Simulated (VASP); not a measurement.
Si, 2 atoms in the cell. It takes space group I4_1/amd (No. 141, tetragonal). The conventional cell has a = 4.672 Å, b = 4.672 Å, c = 2.659 Å, α = 90.00°, β = 90.00°, γ = 90.00°. Within 3.2 Å of Si (site symmetry -4m2) lie 10 Si at 2.43 to 3.07 Å. 

| Property | Result |
| --- | --- |
| Program | VASP 6.6.1 |
| Task | single point |
| Functional | PBE |
| Potentials or basis | VASP PAW PBE potentials, release 64 (Si) |
| Cutoff | 500 eV |
| k mesh | 25 × 25 × 25 |
| Occupations | gaussian, width 0.15 eV |
| Spin | no spin polarisation |
| Dipole correction | no |
| Further INCAR settings | ALGO = Normal; EDIFF = 1e-06; NBANDS = 11 |

Potentials or basis: VASP PAW PBE potentials, release 64 (Si).

Command:

```console
$ cat potpaw_PBE.64/Si/POTCAR > POTCAR
$ mpirun -np 1 vasp_std > vasp.out
```

Hardware: 1 thread of Intel Xeon 8259CL, with other jobs on the host.

Estimate the wall time of this run.

Run time: 3.3 min on 1 thread of Intel Xeon 8259CL, on a shared host, peak memory 0.38 GiB. Counts: scf iterations 10, k points 1183.
